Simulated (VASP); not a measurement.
## Rh: single point with HSE06

Rh:

```xyz
1
Lattice="0.0000 1.9214 1.9214 1.9214 0.0000 1.9214 1.9214 1.9214 0.0000" Properties=species:S:1:pos:R:3 pbc="T T T"
Rh    0.0000    0.0000    0.0000
```

```
Program             : VASP 6.6.1
Task                : single point
Functional          : HSE06
Potentials or basis : VASP PAW PBE potentials, release 64 (Rh_sv_GW)
Cutoff              : 460 eV
k mesh              : 6 × 6 × 6
Occupations         : fermi-dirac, width 0.1 eV
Spin                : no spin polarisation
```

```yaml
Pressure: -14.4 GPa
Band_gap_on_the_k_mesh: zero (an odd number of electrons rules out a gap without spin polarisation)
```

Levels at points of the mesh, in eV from the Fermi level:
| k point | band 4 | band 5 | band 6 | band 7 | band 8 | band 9 | band 10 | band 11 | band 12 | band 13 |
| --- | --- | --- | --- | --- | --- | --- | --- | --- | --- | --- |
| (0.00, 0.00, 0.00) | -49.12 | -8.23 | -3.29 | -3.29 | -3.29 | -1.34 | -1.34 | 17.14 | 22.55 | 22.55 |
| (0.50, 0.00, 0.00) | -49.24 | -6.48 | -3.54 | -3.54 | 0.84 | 0.84 | 1.23 | 9.78 | 16.66 | 22.42 |
| (0.50, 0.50, 0.00) | -49.42 | -6.85 | -6.35 | 0.42 | 1.43 | 1.43 | 3.93 | 13.41 | 14.47 | 14.47 |

Run time: 18 min on 1 thread of Intel(R) Xeon(R) Platinum 8259CL CPU @ 2.50GHz (Skylake/Cascade Lake), with other jobs on the host, peak memory 0.24 GiB.

Caveat: the k points lie up to 0.47 Å⁻¹ apart, too coarse for converged energies and pressures of a metal; the PAW data sets were made with another functional, which shifts forces and pressure a little.
